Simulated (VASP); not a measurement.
# LiCl (Pm-3m) in VASP: further runs

LiCl is run at these levels: PBE; tasks: single point.

Program: VASP 6.6.1. These are calculated values, not measurements. Logs are shortened: lines on timing, memory, paths and dates and some standing lists are left out, and cuts for length are marked.

## Step 1: The cell of the first run

It takes space group Pm-3m (No. 221, cubic). Conventional cell: a = 3.216 Å, b = 3.216 Å, c = 3.216 Å, α = 90.00°, β = 90.00°, γ = 90.00°. Li (site symmetry m-3m) has 8 Cl at 2.78 Å and 6 Li at 3.22 Å within 3.7 Å. Within 3.7 Å of Cl (site symmetry m-3m) lie 8 Li at 2.78 Å and 6 Cl at 3.22 Å.

## Step 2: Single point, PBE (volume changed by -5%)

Input file INCAR:

```
  ALGO = Normal
  EDIFF = 1E-6
  ENCUT = 520
  GGA = PE
  ISIF = 2
  ISMEAR = 0
  LASPH = True
  LCHARG = False
  LREAL = False
  LWAVE = False
  NBANDS = 12
  NELM = 60
  PREC = Accurate
  SIGMA = 0.01
```

Input file KPOINTS:

```
k-points
0
Gamma
  4 4 4
```

Input file POSCAR:

```
LiCl
1.0
    3.2156700922      0.0000000000      0.0000000000
    0.0000000000      3.2156700922      0.0000000000
    0.0000000000      0.0000000000      3.2156700922
Li Cl
1 1
Direct
    0.0000000000      0.0000000000      0.0000000000
    0.5000000000      0.5000000000      0.5000000000
```

Potentials or basis: VASP PAW PBE potentials, release 64 (Li_sv, Cl).

Launch:

```
$ cat potpaw_PBE.64/Li_sv/POTCAR potpaw_PBE.64/Cl/POTCAR > POTCAR
$ mpirun -np 1 vasp_std > vasp.out
```

OUTCAR:

```text
EDIFF = 1E-6
   ENCUT = 520
   GGA = PE
   ISIF = 2
   ISMEAR = 0
   LASPH = True
   LREAL = False
   NELM = 60
   PREC = Accurate

 ion  position               nearest neighbor table
   1  0.000  0.000  0.000-
   2  0.500  0.500  0.500-

  LATTYP: Found a simple cubic cell.
 ALAT       =     3.2156700922

  Lattice vectors:

 A1 = (   3.2156700922,   0.0000000000,   0.0000000000)
 A2 = (   0.0000000000,   3.2156700922,   0.0000000000)
 A3 = (   0.0000000000,   0.0000000000,   3.2156700922)

Analysis of symmetry for initial positions (statically):
=====================================================================
 Subroutine PRICEL returns:
 Original cell was already a primitive cell.

 Routine SETGRP: Setting up the symmetry group for a
 simple cubic supercell.

 Subroutine GETGRP returns: Found 48 space group operations
 (whereof 48 operations were pure point group operations)
 out of a pool of 48 trial point group operations.

The static configuration has the point symmetry O_h .

Analysis of symmetry for dynamics (positions and initial velocities):
=====================================================================
 Subroutine PRICEL returns:
 Original cell was already a primitive cell.

 Routine SETGRP: Setting up the symmetry group for a
 simple cubic supercell.

 Subroutine GETGRP returns: Found 48 space group operations
 (whereof 48 operations were pure point group operations)
 out of a pool of 48 trial point group operations.

The dynamic configuration has the point symmetry O_h .

 Subroutine INISYM returns: Found 48 space group operations
 (whereof 48 operations are pure point group operations),
 and found     1 'primitive' translations

----------------------------------------------------------------------------------------

                                     Primitive cell

  volume of cell :      33.2517

  direct lattice vectors                    reciprocal lattice vectors
     3.215670092  0.000000000  0.000000000     0.310977175  0.000000000  0.000000000
     0.000000000  3.215670092  0.000000000     0.000000000  0.310977175  0.000000000
     0.000000000  0.000000000  3.215670092     0.000000000  0.000000000  0.310977175

  length of vectors
     3.215670092  3.215670092  3.215670092     0.310977175  0.310977175  0.310977175

  position of ions in fractional coordinates (direct lattice)
     0.000000000  0.000000000  0.000000000
     0.500000000  0.500000000  0.500000000

  ion indices of the primitive-cell ions
   primitive index   ion index
                 1           1
                 2           2

----------------------------------------------------------------------------------------

 KPOINTS: k-points

Automatic generation of k-mesh.
 Grid dimensions read from file:
 generate k-points for:    4    4    4

 Generating k-lattice:

  Cartesian coordinates                     Fractional coordinates (reciprocal lattice)
     0.077744294  0.000000000  0.000000000     0.250000000  0.000000000  0.000000000
     0.000000000  0.077744294  0.000000000     0.000000000  0.250000000  0.000000000
     0.000000000  0.000000000  0.077744294     0.000000000  0.000000000  0.250000000

  Length of vectors
     0.077744294  0.077744294  0.077744294

  Shift w.r.t. Gamma in fractional coordinates (k-lattice)
     0.000000000  0.000000000  0.000000000

 Subroutine IBZKPT returns following result:
 ===========================================

 Found     10 irreducible k-points:

 Following reciprocal coordinates:
            Coordinates               Weight
  0.000000  0.000000  0.000000      1.000000
  0.250000  0.000000  0.000000      6.000000
  0.500000  0.000000  0.000000      3.000000
  0.250000  0.250000  0.000000     12.000000
  0.500000  0.250000  0.000000     12.000000
  0.500000  0.500000  0.000000      3.000000
  0.250000  0.250000  0.250000      8.000000
  0.500000  0.250000  0.250000     12.000000
  0.500000  0.500000  0.250000      6.000000
  0.500000  0.500000  0.500000      1.000000
   k-points           NKPTS =     10   k-points in BZ     NKDIM =     10   number of bands    NBANDS=     12
   number of dos      NEDOS =    301   number of ions     NIONS =      2
   total plane-waves  NPLWV =  13824
   dimension x,y,z NGX =    24 NGY =   24 NGZ =   24
   dimension x,y,z NGXF=    48 NGYF=   48 NGZF=   48
   ions per type =               1   1
   NGX,Y,Z   is equivalent  to a cutoff of  12.41, 12.41, 12.41 a.u.
   NGXF,Y,Z  is equivalent  to a cutoff of  24.82, 24.82, 24.82 a.u.
 SYSTEM =  unknown system
   PREC   = accura    normal or accurate (medium, high low for compatibility)
   ISTART =      0    job   : 0-new  1-cont  2-samecut
   ICHARG =      2    charge: 1-file 2-atom 10-const
   ISPIN  =      1    spin polarized calculation?
   LNONCOLLINEAR =      F non collinear calculations
   LSORBIT =      F    spin-orbit coupling
   LASPH  =      T    aspherical Exc in radial PAW
   ENCUT  =  520.0 eV  38.22 Ry    6.18 a.u.   5.98  5.98  5.98*2*pi/ulx,y,z
   NELM   =     60;   NELMIN=  2; NELMDL= -5     # of ELM steps
   EDIFF  = 0.1E-05   stopping-criterion for ELM
   LREAL  =      F    real-space projection
   EDIFFG = 0.1E-04   stopping-criterion for IOM
   NSW    =      0    number of steps for IOM
   IBRION =     -1    ionic relax: 0-MD 1-quasi-New 2-CG
   NFREE  =      0    steps in history (QN), initial steepest desc. (CG)
   ISIF   =      2    stress and relaxation
   ISYM   =      2    0-nonsym 1-usesym 2-fastsym
   POTIM  = 0.5000    time-step for ionic-motion
   TEBEG  =    0.0;   TEEND  =   0.0 temperature during run
   PSTRESS=    0.0 pullay stress
   NELECT =      10.0000    total number of electrons
   NUPDOWN=      -1.0000    fix difference up-down
   EMIN   =  10.00;   EMAX   =-10.00  energy-range for DOS
   EFERMI =   0.00;   METHOD = LEGACY
   ISMEAR =     0;   SIGMA  =   0.01  broadening in eV -4-tet -1-fermi 0-gaus
   EFERMI_NEDOS =   21; number of points for ismear=-14 and -15
   IALGO  =     38    algorithm
   IMIX   =      4    mixing-type and parameters
     AMIX     =   0.40;   BMIX     =  1.00
     AMIX_MAG =   1.60;   BMIX_MAG =  1.00
  volume/ion in A,a.u.               =      16.63       112.20
  Fermi-wavevector in a.u.,A,eV,Ry     =   1.096823  2.072696 16.368100  1.203021
  Thomas-Fermi vector in A             =   2.233172
   LORBIT       =      0    0 simple, 1 ext, 2 COOP (PROOUT), +10 PAW based schemes
   GGA     = PE    functional components
   LHFCALC =     F    Hartree Fock is set to
   AEXX    =    0.0000 exact exchange contribution
   IVDW    =     0    specifies the selected vdW correction
   LEPSILON=     F    determine dielectric tensor
   LRPA    =     F    only Hartree local field effects (RPA)
 non-spin polarized calculation
 Gauss-broadening in eV      SIGMA  =   0.01
  energy-cutoff  :      520.00
  volume of cell :       33.25
 maximum number of plane-waves:       912
 NGX is ok and might be reduce to    24
   NGX = 11   NGY = 11   NGZ = 11

 number of electron      10.0000000 magnetization

 number of electron       9.9999989 magnetization

 Free energy of the ion-electron system (eV)
  ---------------------------------------------------
  ext. energy  EPLUGINS =         0.00000000
  ---------------------------------------------------
  free energy    TOTEN  =        -6.78500692 eV

  energy without entropy =       -6.78500692  energy(sigma->0) =       -6.78500692

 E-fermi :   2.1389     XC(G=0):  -8.8274

 val. band max:        2.0217253354   @ k =   0.5000   0.5000   0.0000
 cond. band min:       6.6527830392   @ k =   0.0000   0.0000   0.0000
 fundamental gap:      4.6310577038
 Fermi energy:         2.1388818252

 k-point     1 :       0.0000    0.0000    0.0000
  band No.  band energies     occupation
      1     -43.3018      2.00000
      2     -12.4775      2.00000
      3       1.1251      2.00000
      4       1.1251      2.00000
      5       1.1251      2.00000
      6       6.6528      0.00000
      7      10.6018      0.00000
      8      10.6018      0.00000
      9      15.5360      0.00000
     10      15.5360      0.00000
     11      15.5360      0.00000
     12      19.2123      0.00000

 k-point     2 :       0.2500    0.0000    0.0000
  band No.  band energies     occupation
      1     -43.3002      2.00000
      2     -12.2079      2.00000
      3      -0.8230      2.00000
      4       1.3700      2.00000
      5       1.3700      2.00000
      6       7.5543      0.00000
      7      11.3232      0.00000
      8      11.8074      0.00000
      9      13.6296      0.00000
     10      13.6296      0.00000
     11      16.5021      0.00000
     12      19.6148      0.00000

 k-point     3 :       0.5000    0.0000    0.0000
  band No.  band energies     occupation
      1     -43.2984      2.00000
      2     -11.9021      2.00000
      3      -2.2345      2.00000
      4       1.6428      2.00000
      5       1.6428      2.00000
      6       7.9507      0.00000
      7      11.8900      0.00000
      8      12.2657      0.00000
      9      12.2657      0.00000
     10      12.5108      0.00000
     11      16.7096      0.00000
     12      20.1152      0.00000

 k-point     4 :       0.2500    0.2500    0.0000
  band No.  band energies     occupation
      1     -43.2985      2.00000
      2     -11.9373      2.00000
      3      -0.6112      2.00000
      4      -0.4688      2.00000
      5       1.5873      2.00000
      6       8.8946      0.00000
      7      10.2453      0.00000
      8      12.1239      0.00000
      9      13.6689      0.00000
     10      13.7962      0.00000
     11      16.8656      0.00000
     12      17.3162      0.00000

 k-point     5 :       0.5000    0.2500    0.0000
  band No.  band energies     occupation
      1     -43.2968      2.00000
      2     -11.6306      2.00000
      3      -1.9384      2.00000
      4      -0.2177      2.00000
      5       1.8253      2.00000
      6       8.8311      0.00000
      7       9.7204      0.00000
      8      12.3725      0.00000
      9      13.1177      0.00000
     10      13.9202      0.00000
     11      17.0519      0.00000
     12      19.6495      0.00000

 k-point     6 :       0.5000    0.5000    0.0000
  band No.  band energies     occupation
      1     -43.2953      2.00000
      2     -11.3233      2.00000
      3      -1.5931      2.00000
      4      -1.5931      2.00000
      5       2.0217      2.00000
      6       7.1570      0.00000
      7      12.0734      0.00000
      8      12.0734      0.00000
      9      12.7659      0.00000
     10      15.4456      0.00000
     11      15.4456      0.00000
     12      15.8560      0.00000

 k-point     7 :       0.2500    0.2500    0.2500
  band No.  band energies     occupation
      1     -43.2969      2.00000
      2     -11.6723      2.00000
      3      -0.4649      2.00000
      4      -0.1087      2.00000
      5      -0.1087      2.00000
      6       9.5317      0.00000
      7      10.3087      0.00000
      8      10.3087      0.00000
      9      13.0355      0.00000
     10      15.5313      0.00000
     11      15.5313      0.00000
     12      19.6887      0.00000

 k-point     8 :       0.5000    0.2500    0.2500
  band No.  band energies     occupation
      1     -43.2954      2.00000
      2     -11.3733      2.00000
      3      -1.5920      2.00000
      4      -0.0568      2.00000
      5       0.3212      2.00000
      6       8.7422      0.00000
      7       9.0332      0.00000
      8       9.8782      0.00000
      9      14.9103      0.00000
     10      15.7362      0.00000
     11      15.8059      0.00000
     12      19.3268      0.00000

 k-point     9 :       0.5000    0.5000    0.2500
  band No.  band energies     occupation
      1     -43.2938      2.00000
      2     -11.0845      2.00000
      3      -1.1779      2.00000
      4      -1.1779      2.00000
      5       0.5325      2.00000
      6       7.1076      0.00000
      7       8.9523      0.00000
      8       8.9523      0.00000
      9      14.9856      0.00000
     10      16.0021      0.00000
     11      18.8592      0.00000
     12      18.8592      0.00000

 k-point    10 :       0.5000    0.5000    0.5000
  band No.  band energies     occupation
      1     -43.2923      2.00000
      2     -10.8191      2.00000
      3      -0.6626      2.00000
      4      -0.6626      2.00000
      5      -0.6626      2.00000
      6       7.0522      0.00000
      7       7.0522      0.00000
      8       7.0522      0.00000
      9      14.3775      0.00000
     10      21.2905      0.00000
     11      21.2905      0.00000
     12      21.2905      0.00000

------------------------ aborting loop because EDIFF is reached ----------------------------------------

  FORCE on cell =-STRESS in cart. coord.  units (eV):
  Direction    XX          YY          ZZ          XY          YZ          ZX
  --------------------------------------------------------------------------------------
  -------------------------------------------------------------------------------------
  Total        0.5023865      0.5023865      0.5023865      0.0000000      0.0000000     -0.0000000
  in kB       24.2066181     24.2066181     24.2066181      0.0000000      0.0000000     -0.0000000
  external PRESSURE =      24.2066181 kB  Pullay stress =       0.0000000 kB

 VOLUME and BASIS-vectors are now :
 -----------------------------------------------------------------------------
  energy-cutoff  :      520.00
  volume of cell :       33.25
      direct lattice vectors                 reciprocal lattice vectors
     3.215670092  0.000000000  0.000000000     0.310977175  0.000000000  0.000000000
     0.000000000  3.215670092  0.000000000     0.000000000  0.310977175  0.000000000
     0.000000000  0.000000000  3.215670092     0.000000000  0.000000000  0.310977175

 POSITION                                       TOTAL-FORCE (eV/Angst)
 -----------------------------------------------------------------------------------
      0.00000      0.00000      0.00000         0.000000      0.000000      0.000000
      1.60784      1.60784      1.60784         0.000000      0.000000      0.000000
 -----------------------------------------------------------------------------------
    total drift:                                0.000000     -0.000000     -0.000000

  FREE ENERGIE OF THE ION-ELECTRON SYSTEM (eV)
  ---------------------------------------------------
  free  energy   TOTEN  =        -6.7850069157 eV

  energy  without entropy=       -6.7850069157  energy(sigma->0) =       -6.78500692
```

It took 3.2 s on 1 thread of Intel Xeon 8259CL, shared host; peak memory 0.13 GiB.

What came out:

| Quantity | Value |
| --- | --- |
| Free energy | -6.7850 eV |
| Band gap on the k mesh | 4.63 eV, indirect (least direct gap 5.14 eV) |

Caveat: the k points lie up to 0.49 Å⁻¹ apart; the cutoff is under 1.25 times the usual one of these potentials, so pressure, stress and relaxed cells hold a basis-set (Pulay) error. A k mesh can miss the band edges.

## Step 3: Single point, PBE (volume changed by -10%)

Input file INCAR:

```
SYSTEM = LiCl
PREC = Accurate ; ENCUT = 520
EDIFF = 1E-6 ; ISMEAR = 0
SIGMA = 0.01 ; LREAL = .False.
LASPH = .True. ; NELM = 80
ALGO = Normal ; ISIF = 2
LWAVE = .False. ; LCHARG = .False.
GGA = PE ; NBANDS = 12
```

Input file KPOINTS:

```
regular mesh
0
Gamma
  4 4 4
  0 0 0
```

Input file POSCAR:

```
LiCl
1.0
    3.1582350898      0.0000000000      0.0000000000
    0.0000000000      3.1582350898      0.0000000000
    0.0000000000      0.0000000000      3.1582350898
Li Cl
1 1
Direct
    0.0000000000      0.0000000000      0.0000000000
    0.5000000000      0.5000000000      0.5000000000
```

Potentials or basis: VASP PAW PBE potentials, release 64 (Li_sv, Cl).

Launch:

```
$ cat potpaw_PBE.64/Li_sv/POTCAR potpaw_PBE.64/Cl/POTCAR > POTCAR
$ mpirun -np 1 vasp_std > vasp.out
```

It took 2.9 s on 1 thread of Intel Xeon 8259CL, shared host; peak memory 0.13 GiB.

The run converged. Its results:

```yaml
Free_energy: -6.7442 eV
Band_gap_on_the_k_mesh: 4.86 eV, indirect (least direct gap 5.04 eV)
```

Levels at points of the mesh, in eV from the valence-band top:
```csv
k point,band 1,band 2,band 3,band 4,band 5,band 6,band 7,band 8,band 9,band 10
"(0.00, 0.00, 0.00)",-45.32,-14.80,-0.99,-0.99,-0.99,4.87,8.45,8.45,13.86,13.86
"(0.50, 0.00, 0.00)",-45.32,-14.16,-4.60,-0.42,-0.42,6.02,10.27,10.27,10.27,10.41
"(0.50, 0.50, 0.00)",-45.31,-13.50,-3.93,-3.93,0.00,5.04,10.30,10.30,10.84,13.48
"(0.50, 0.50, 0.50)",-45.31,-12.92,-2.92,-2.92,-2.92,4.86,4.86,4.86,12.74,19.96
```

Caveat: the k points lie up to 0.50 Å⁻¹ apart; the cutoff is under 1.25 times the usual one of these potentials, so pressure, stress and relaxed cells hold a basis-set (Pulay) error. A k mesh can miss the band edges.

(Part 1 of 2 ends here.)
